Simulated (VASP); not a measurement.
# TaN in VASP: further runs

The runs below take TaN through single point, with LDA.

All numbers are computed with VASP 6.6.1; they aren't measurements. Logs are shortened: lines on timing, memory, paths and dates and some standing lists are left out, and cuts for length are marked.

## 1. The cell of the first run

It takes space group I4mm (No. 107, tetragonal). The conventional cell has a = 3.100 Å, b = 3.100 Å, c = 4.384 Å, α = 90.00°, β = 90.00°, γ = 90.00°. Within 2.8 Å of Ta (site symmetry 4mm) lie 6 N at 2.13 to 2.26 Å. Within 2.8 Å of N (site symmetry 4mm) lie 6 Ta at 2.13 to 2.26 Å.

## 2. Single point, LDA

The input, INCAR:

```
SYSTEM = TaN
ALGO     = Normal         ! electronic algorithm
EDIFF    = 1E-7           ! SCF threshold, eV
ENCUT    = 520            ! plane-wave cutoff, eV
GGA      = CA             ! functional
ISIF     = 2              ! what is computed and relaxed
ISMEAR   = 0              ! smearing method
LASPH    = .TRUE.         ! aspherical terms in the spheres
LCHARG   = .FALSE.        ! write CHGCAR
LREAL    = .FALSE.        ! projectors in reciprocal space
LWAVE    = .FALSE.        ! write WAVECAR
NBANDS   = 15             ! bands
NELM     = 80             ! most SCF steps
PREC     = Accurate       ! precision mode
SIGMA    = 0.15           ! smearing width, eV
```

The input, KPOINTS:

```
k-points
0
G
  18 18 18
  0 0 0
```

The input, POSCAR:

```
TaN
1.0
    0.0000000000      2.1918784864      2.1918784864
    2.1918784864      0.0000000000      2.1918784864
    2.1918784864      2.1918784864      0.0000000000
Ta N
1 1
Direct
    0.4989139126      0.5010860874      0.5010860874
    0.0140304995     -0.0140304995     -0.0140304995
```

Potentials or basis: VASP PAW LDA potentials, release 64 (Ta_pv, N).

Command:

```bash
> cat potpaw_LDA.64/Ta_pv/POTCAR potpaw_LDA.64/N/POTCAR > POTCAR
> mpirun -np 1 vasp_std > vasp.out
```

OUTCAR:

```text
SYSTEM = TaN
   EDIFF = 1E-7
   ENCUT = 520
   GGA = CA
   ISIF = 2
   ISMEAR = 0
   LASPH = .TRUE.
   LREAL = .FALSE.
   NELM = 80
   PREC = Accurate

 ion  position               nearest neighbor table
   1  0.499  0.501  0.501-   2 2.13   2 2.19   2 2.19   2 2.19   2 2.19   2 2.26
   2  0.014  0.986  0.986-   1 2.13   1 2.19   1 2.19   1 2.19   1 2.19   1 2.26

  LATTYP: Found a face centered cubic cell.
 ALAT       =     4.3837569728

  Lattice vectors:

 A1 = (   0.0000000000,   2.1918784864,   2.1918784864)
 A2 = (   2.1918784864,   0.0000000000,   2.1918784864)
 A3 = (   2.1918784864,   2.1918784864,   0.0000000000)

Analysis of symmetry for initial positions (statically):
=====================================================================
 Subroutine PRICEL returns:
 Original cell was already a primitive cell.

 Routine SETGRP: Setting up the symmetry group for a
 face centered cubic supercell.

 Subroutine GETGRP returns: Found  8 space group operations
 (whereof  8 operations were pure point group operations)
 out of a pool of 48 trial point group operations.

The static configuration has the point symmetry C_4v.

Analysis of symmetry for dynamics (positions and initial velocities):
=====================================================================
 Subroutine PRICEL returns:
 Original cell was already a primitive cell.

 Routine SETGRP: Setting up the symmetry group for a
 face centered cubic supercell.

 Subroutine GETGRP returns: Found  8 space group operations
 (whereof  8 operations were pure point group operations)
 out of a pool of 48 trial point group operations.

The dynamic configuration has the point symmetry C_4v.

 Subroutine INISYM returns: Found  8 space group operations
 (whereof  8 operations are pure point group operations),
 and found     1 'primitive' translations

----------------------------------------------------------------------------------------

                                     Primitive cell

  volume of cell :      21.0610

  direct lattice vectors                    reciprocal lattice vectors
     0.000000000  2.191878486  2.191878486    -0.228114835  0.228114835  0.228114835
     2.191878486  0.000000000  2.191878486     0.228114835 -0.228114835  0.228114835
     2.191878486  2.191878486  0.000000000     0.228114835  0.228114835 -0.228114835

  length of vectors
     3.099784283  3.099784283  3.099784283     0.395106485  0.395106485  0.395106485

  position of ions in fractional coordinates (direct lattice)
[... 83 lines left out ...]
   IBRION =     -1    ionic relax: 0-MD 1-quasi-New 2-CG
   NFREE  =      0    steps in history (QN), initial steepest desc. (CG)
   ISIF   =      2    stress and relaxation
   ISYM   =      2    0-nonsym 1-usesym 2-fastsym
   POTIM  = 0.5000    time-step for ionic-motion
   TEBEG  =    0.0;   TEEND  =   0.0 temperature during run
   PSTRESS=    0.0 pullay stress
   NELECT =      16.0000    total number of electrons
   NUPDOWN=      -1.0000    fix difference up-down
   EMIN   =  10.00;   EMAX   =-10.00  energy-range for DOS
   EFERMI =   0.00;   METHOD = LEGACY
   ISMEAR =     0;   SIGMA  =   0.15  broadening in eV -4-tet -1-fermi 0-gaus
   EFERMI_NEDOS =   21; number of points for ismear=-14 and -15
   IALGO  =     38    algorithm
   IMIX   =      4    mixing-type and parameters
     AMIX     =   0.40;   BMIX     =  1.00
     AMIX_MAG =   1.60;   BMIX_MAG =  1.00
  volume/ion in A,a.u.               =      10.53        71.06
  Fermi-wavevector in a.u.,A,eV,Ry     =   1.493786  2.822846 30.359990  2.231396
  Thomas-Fermi vector in A             =   2.606142
   LORBIT       =      0    0 simple, 1 ext, 2 COOP (PROOUT), +10 PAW based schemes
   GGA     = CA    functional components
   LHFCALC =     F    Hartree Fock is set to
   AEXX    =    0.0000 exact exchange contribution
   IVDW    =     0    specifies the selected vdW correction
   LEPSILON=     F    determine dielectric tensor
   LRPA    =     F    only Hartree local field effects (RPA)
 non-spin polarized calculation
 Gauss-broadening in eV      SIGMA  =   0.15
  energy-cutoff  :      520.00
  volume of cell :       21.06
 maximum number of plane-waves:       588
   NGX = 11   NGY = 11   NGZ = 11

 number of electron      16.0000001 magnetization

 Free energy of the ion-electron system (eV)
  ---------------------------------------------------
  ext. energy  EPLUGINS =         0.00000000
  ---------------------------------------------------
  free energy    TOTEN  =       -24.12963873 eV

  energy without entropy =      -24.12019160  energy(sigma->0) =      -24.12491517

 E-fermi :   9.5015     XC(G=0): -13.7115

 val. band max:        9.4963318644   @ k =   0.0000   0.2222   0.1111
 cond. band min:       9.5019781571   @ k =   0.0000   0.3889   0.0556
 fundamental gap:      0.0056462927
 Fermi energy:         9.5015042034

 k-point     1 :       0.0000    0.0000    0.0000
  band No.  band energies     occupation
      1     -26.0306      2.00000
      2     -26.0269      2.00000
      3     -26.0269      2.00000
      4      -9.1774      2.00000
      5       5.5793      2.00000
      6       5.5793      2.00000
      7       5.6057      2.00000
      8       7.3535      2.00000
      9       7.4954      2.00000
     10       7.4954      2.00000
     11       9.5116      0.92396
     12       9.6555      0.14657
     13      11.3060      0.00000
     14      18.9833      0.00000
[... 401 lines left out ...]
      2     -26.1174      2.00000
      3     -26.1089      2.00000
      4      -6.6836      2.00000
      5       0.0254      2.00000
      6       2.1872      2.00000
      7       2.3828      2.00000
      8       9.5020      0.99643
      9      10.7886      0.00000
     10      10.9127      0.00000
     11      14.4901      0.00000
     12      15.2580      0.00000
     13      16.4572      0.00000
     14      20.8940      0.00000
     15      21.3760      0.00000

 [... further k-points ...]
[... 5 lines left out ...]
  --------------------------------------------------------------------------------------
  -------------------------------------------------------------------------------------
  Total       -0.6009728     -0.8941114     -0.8941114      0.0000000      0.0000000      0.0000000
  in kB      -45.7178701    -68.0178337    -68.0178337      0.0000000      0.0000000      0.0000000
  external PRESSURE =     -60.5845125 kB  Pullay stress =       0.0000000 kB

 VOLUME and BASIS-vectors are now :
 -----------------------------------------------------------------------------
  energy-cutoff  :      520.00
  volume of cell :       21.06
      direct lattice vectors                 reciprocal lattice vectors
     0.000000000  2.191878486  2.191878486    -0.228114835  0.228114835  0.228114835
     2.191878486  0.000000000  2.191878486     0.228114835 -0.228114835  0.228114835
     2.191878486  2.191878486  0.000000000     0.228114835  0.228114835 -0.228114835

 POSITION                                       TOTAL-FORCE (eV/Angst)
 -----------------------------------------------------------------------------------
      2.19664      2.19188      2.19188        -0.517180      0.000000      0.000000
      4.32225      2.19188      2.19188         0.517180      0.000000      0.000000
 -----------------------------------------------------------------------------------
    total drift:                               -0.000127     -0.000000     -0.000000

  FREE ENERGIE OF THE ION-ELECTRON SYSTEM (eV)
  ---------------------------------------------------
  free  energy   TOTEN  =       -24.1296387327 eV

  energy  without entropy=      -24.1201915981  energy(sigma->0) =      -24.12491517
```

stdout:

```text
POSCAR found type information on POSCAR TaN
 POSCAR found :  2 types and       2 ions
 scaLAPACK will be used
 LDA part: xc-table for (Slater(with rela. corr.)+CA(PZ))
 , standard interpolation
 POSCAR, INCAR and KPOINTS ok, starting setup
 FFT: planning ... GRIDC
 FFT: planning ... GRID_SOFT
 FFT: planning ... GRID
 WAVECAR not read
 entering main loop
```

Wall time 37 s (1 thread of Intel Xeon 6975P-C (Granite Rapids), shared host); peak memory 0.26 GiB.

What came out:

```
Free energy            : -24.1296 eV
Pressure               : -6.1 GPa
Largest force          : 0.517 eV/Å
Band gap on the k mesh : zero (band 8 reaches 11.39 eV, above the bottom of band 9 at 7.50 eV)
```

Forces in eV/Å, atoms in the order of the input:
```
Ta  -0.517  0.000  0.000
N    0.517  0.000  0.000
```

Caveat: spin-orbit coupling is left out, which moves the levels of the heavy elements.

(Continued in part 2 of 2.)
